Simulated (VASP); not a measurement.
Input of a VASP 6.6.1 run:

Contents of POSCAR:

```
Cu
1.0
    2.5307640267      0.0000000000      0.0000000000
   -1.2653820134      2.1917059381      0.0000000000
    0.0000000000      0.0000000000      8.2618150800
Cu
4
Direct
    0.0000000000      0.0000000000      0.0000000000
    0.3333333300      0.6666666700      0.2500000000
    0.0000000000      0.0000000000      0.5000000000
    0.6666666700      0.3333333300      0.7500000000
```

INCAR.step1

```
SYSTEM = Cu
PREC = Accurate
ENCUT = 520
ISMEAR = 0
SIGMA = 0.1
LREAL = .False.
LASPH = .True.
NELM = 100
NBANDS = 30
GGA = PE
ALGO = Normal
EDIFF = 1E-4
LWAVE = .True.
LCHARG = .False.
```

Contents of INCAR.step2:

```
SYSTEM = Cu
PREC = Accurate
ENCUT = 520
EDIFF = 1E-7
ISMEAR = 0
SIGMA = 0.1
LREAL = .False.
LASPH = .True.
NELM = 100
ALGO = Normal
ISIF = 2
LWAVE = .False.
LCHARG = .False.
METAGGA = R2SCAN
LMIXTAU = .True.
NBANDS = 30
ISTART = 1
```

The input KPOINTS:

```
regular mesh
0
Gamma
  12 12 2
  0 0 0
```

Potentials or basis: VASP PAW PBE potentials, release 64 (Cu).

Command:

```bash
$ cat potpaw_PBE.64/Cu/POTCAR > POTCAR
$ cp INCAR.step1 INCAR
$ mpirun -np 1 vasp_std > vasp.out
$ cp INCAR.step2 INCAR
$ mpirun -np 1 vasp_std > vasp.out
```

Problem. What does it give for the band gap on the k mesh?

Solution. Zero (band 22 reaches 11.30 eV, above the bottom of band 23 at 5.84 eV).

Problem. Estimate the pressure.

Solution. 0.6 GPa.

Stress tensor (GPa, compression positive):
```
0.70 0.00 0.00
0.00 0.70 0.00
0.00 0.00 0.30
```

Caveat: the k points lie up to 0.38 Å⁻¹ apart; the PAW data sets were made with another functional, which shifts forces and pressure a little.
